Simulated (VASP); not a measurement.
# Cu (P-1) in VASP: a series of runs, part 4 of 4

VASP 6.6.1. The steps go on from the part before.

### 5 Single point, r2SCAN

The input, POSCAR:

```
Cu
1.0
   -1.4539857600      1.4643106900      1.3739820400
    1.4487133000     -1.4679854000      1.3723068300
    1.4251542200      1.4391538600     -1.3778349000
Cu
1
Direct
    0.0000000000      0.0000000000      0.0000000000
```

The input, INCAR.step1:

```
SYSTEM = Cu
ALGO = Normal ; EDIFF = 1E-4
ENCUT = 520 ; GGA = PE
ISMEAR = -1 ; LASPH = .True.
LCHARG = .False. ; LREAL = .False.
LWAVE = .True. ; NBANDS = 12
NELM = 60 ; PREC = Accurate
SIGMA = 0.05
```

The input, INCAR.step2:

```
SYSTEM = Cu
ALGO = Normal ; EDIFF = 1E-7
ENCUT = 520 ; ISIF = 2
ISMEAR = -1 ; ISTART = 1
LASPH = .True. ; LCHARG = .False.
LMIXTAU = .True. ; LREAL = .False.
LWAVE = .False. ; METAGGA = R2SCAN
NBANDS = 12 ; NELM = 60
PREC = Accurate ; SIGMA = 0.05
```

The input, KPOINTS:

```
k-points
0
Gamma
  12 12 12
  0 0 0
```

Run with:

```bash
$ cat potpaw_PBE.64/Cu/POTCAR > POTCAR
$ cp INCAR.step1 INCAR
$ mpirun -np 1 vasp_std > vasp.out
$ cp INCAR.step2 INCAR
$ mpirun -np 1 vasp_std > vasp.out
```

It took 2.8 min on 1 thread of Intel Xeon 6975P-C (Granite Rapids), shared host; peak memory 0.22 GiB.

The run converged. Its results:

```yaml
Free_energy: -10.7794 eV
Pressure: 0.9 GPa
Band_gap_on_the_k_mesh: zero (an odd number of electrons rules out a gap without spin polarisation)
```

Stress tensor (GPa, compression positive):
```
 1.29  1.79  0.25
 1.79  1.75  0.23
 0.25  0.23 -0.21
```

Levels at points of the mesh, in eV from the Fermi level:
| k point | band 4 | band 5 | band 6 | band 7 | band 8 | band 9 |
| --- | --- | --- | --- | --- | --- | --- |
| (0.00, 0.00, 0.00) | -3.19 | -2.40 | -2.18 | 25.34 | 26.21 | 27.22 |
| (0.50, 0.00, 0.00) | -2.08 | -1.48 | -0.57 | 4.93 | 18.02 | 18.68 |
| (0.00, 0.50, 0.00) | -2.07 | -1.47 | -0.48 | 5.05 | 17.71 | 18.40 |
| (0.50, 0.50, 0.00) | -2.18 | -1.54 | -1.11 | 4.15 | 19.58 | 20.21 |
| (0.00, 0.00, 0.50) | -2.26 | -1.49 | -0.81 | 4.60 | 19.30 | 19.72 |
| (0.50, 0.00, 0.50) | -2.06 | -1.48 | -0.54 | 4.96 | 17.68 | 18.58 |
| (0.00, 0.50, 0.50) | -2.07 | -1.49 | -0.62 | 4.86 | 17.93 | 18.89 |
| (0.50, 0.50, 0.50) | -1.65 | -1.62 | 7.92 | 8.34 | 10.20 | 13.65 |

Caveat: the PAW data sets were made with another functional, which shifts forces and pressure a little.

### 6 Single point, r2SCAN

POSCAR is that of step 5.

The input, INCAR.step1:

```
SYSTEM = Cu
PREC = Accurate
ENCUT = 520
ISMEAR = -1
SIGMA = 0.05
LREAL = .False.
LASPH = .True.
NELM = 80
NBANDS = 12
GGA = PE
ALGO = Normal
EDIFF = 1E-4
LWAVE = .True.
LCHARG = .False.
```

The input, INCAR.step2:

```
SYSTEM = Cu
PREC = Accurate
ENCUT = 520
EDIFF = 1E-7
ISMEAR = -1
SIGMA = 0.05
LREAL = .False.
LASPH = .True.
NELM = 80
ALGO = Normal
ISIF = 2
LWAVE = .False.
LCHARG = .True.
METAGGA = R2SCAN
LMIXTAU = .True.
LELF = .True.
LVHAR = .True.
NBANDS = 12
ISTART = 1
```

The input, KPOINTS:

```
Automatic mesh
0
Gamma
  15 15 15
  0 0 0
```

Potentials or basis: VASP PAW PBE potentials, release 64 (Cu).

Run with:

```bash
$ cat potpaw_PBE.64/Cu/POTCAR > POTCAR
$ cp INCAR.step1 INCAR
$ mpirun -np 1 vasp_std > vasp.out
$ cp INCAR.step2 INCAR
$ mpirun -np 1 vasp_std > vasp.out
```

OUTCAR:

```text
SYSTEM = Cu
   PREC = Accurate
   ENCUT = 520
   EDIFF = 1E-7
   ISMEAR = -1
   LREAL = .False.
   LASPH = .True.
   NELM = 80
   ISIF = 2
   METAGGA = R2SCAN
   ISTART = 1

 ion  position               nearest neighbor table
   1  0.000  0.000  0.000-

  LATTYP: Found a triclinic cell.
 ALAT       =     2.4772923517
 B/A-ratio  =     2.6362230149
 C/A-ratio  =     1.1085879257
 COS(alpha) =     0.0006673352
 COS(beta)  =     0.5536229994
 COS(gamma) =     0.7922115085

  Lattice vectors:

[... 539 lines left out ...]
     11      35.2994      0.00000
     12      37.3668      0.00000

 [... further k-points ...]

------------------------ aborting loop because EDIFF is reached ----------------------------------------

  FORCE on cell =-STRESS in cart. coord.  units (eV):
  Direction    XX          YY          ZZ          XY          YZ          ZX
  --------------------------------------------------------------------------------------
  -------------------------------------------------------------------------------------
  Total        0.0442043      0.1072224      0.0759187      0.1901450      0.0223361      0.0303325
  in kB        6.1818912     14.9948527     10.6170910     26.5914218      3.1236612      4.2419455
  external PRESSURE =      10.5979450 kB  Pullay stress =       0.0000000 kB

 VOLUME and BASIS-vectors are now :
 -----------------------------------------------------------------------------
  energy-cutoff  :      520.00
  volume of cell :       11.46
      direct lattice vectors                 reciprocal lattice vectors
    -1.453985760  1.464310690  1.373982040     0.004161885  0.344941265  0.364597298
     1.448713300 -1.467985400  1.372306830     0.348704468  0.003946740  0.364802496
     1.425154220  1.439153860 -1.377834900     0.351455663  0.347907606  0.001140264

 POSITION                                       TOTAL-FORCE (eV/Angst)
 -----------------------------------------------------------------------------------
      0.00000      0.00000      0.00000         0.000000      0.000000      0.000000
 -----------------------------------------------------------------------------------
    total drift:                                0.000000      0.000000      0.000000

  FREE ENERGIE OF THE ION-ELECTRON SYSTEM (eV)
  ---------------------------------------------------
  free  energy   TOTEN  =       -10.7942729357 eV

  energy  without entropy=      -10.7920549221  energy(sigma->0) =      -10.79316393
```

OUTCAR.step1:

```text
SYSTEM = Cu
   PREC = Accurate
   ENCUT = 520
   ISMEAR = -1
   LREAL = .False.
   LASPH = .True.
[... 581 lines left out ...]
 -----------------------------------------------------------------------------------
      0.00000      0.00000      0.00000        -0.000000      0.000000      0.000000
 -----------------------------------------------------------------------------------
    total drift:                                0.000000      0.000000      0.000000

  FREE ENERGIE OF THE ION-ELECTRON SYSTEM (eV)
  ---------------------------------------------------
  free  energy   TOTEN  =        -3.6815172811 eV

  energy  without entropy=       -3.6792085615  energy(sigma->0) =       -3.68036292
```

OSZICAR.step1:

```text
N       E                     dE             d eps       ncg     rms          rms(c)
DAV:   1     0.429913674503E+02    0.42991E+02   -0.53946E+03 44984   0.155E+03
DAV:   2    -0.323188916881E+01   -0.46223E+02   -0.42613E+02 42032   0.206E+02
DAV:   3    -0.457742690108E+01   -0.13455E+01   -0.13365E+01 46620   0.401E+01
DAV:   4    -0.458555395036E+01   -0.81270E-02   -0.81259E-02 45728   0.276E+00
DAV:   5    -0.458562843751E+01   -0.74487E-04   -0.74486E-04 46928   0.269E-01    0.761E+00
DAV:   6    -0.402404461531E+01    0.56158E+00   -0.13392E+01 47372   0.704E+01    0.365E+00
DAV:   7    -0.369559227923E+01    0.32845E+00   -0.20670E+00 47556   0.275E+01    0.641E-01
DAV:   8    -0.368250867240E+01    0.13084E-01   -0.52020E-03 52088   0.736E-01    0.235E-01
DAV:   9    -0.368151606676E+01    0.99261E-03   -0.59315E-03 46896   0.134E+00    0.299E-02
DAV:  10    -0.368151728107E+01   -0.12143E-05   -0.33056E-05 27748   0.108E-01
   1 F= -.36815173E+01 E0= -.36803629E+01  d E =-.230872E-02
```

Wall time 5.7 min (1 thread of Intel Xeon 6975P-C (Granite Rapids), shared host); peak memory 0.32 GiB.

What came out:

```
Free energy            : -10.7943 eV
Pressure               : 1.1 GPa
Band gap on the k mesh : zero (an odd number of electrons rules out a gap without spin polarisation)
```

Caveat: the PAW data sets were made with another functional, which shifts forces and pressure a little.

### 7 The runs side by side

```tsv
level	k mesh	smearing	gap on the mesh (eV)	pressure (GPa)
PBE	10 × 10 × 9	gaussian 0.1 eV	none	7.9
r2SCAN	10 × 10 × 9	fermi-dirac 0.05 eV	none	1.0
r2SCAN	12 × 12 × 12	fermi-dirac 0.05 eV	none	0.9
r2SCAN	15 × 15 × 15	fermi-dirac 0.05 eV	none	1.1
```

Alike in all rows: task single point; potentials or basis VASP PAW PBE potentials, release 64 (Cu); no spin polarisation; cell as given; cutoff (eV) 520.

The pressure there spans 0.9 GPa (r2SCAN) to 7.9 GPa (PBE); a positive pressure means that this level wants a larger cell, a negative one a smaller.

Caveats: the PAW data sets were made with another functional, which shifts forces and pressure a little (at least some runs); the cell stands under pressure (at least some runs).

Total energies depend on the potentials used, so only differences within one code and one set of settings carry meaning.
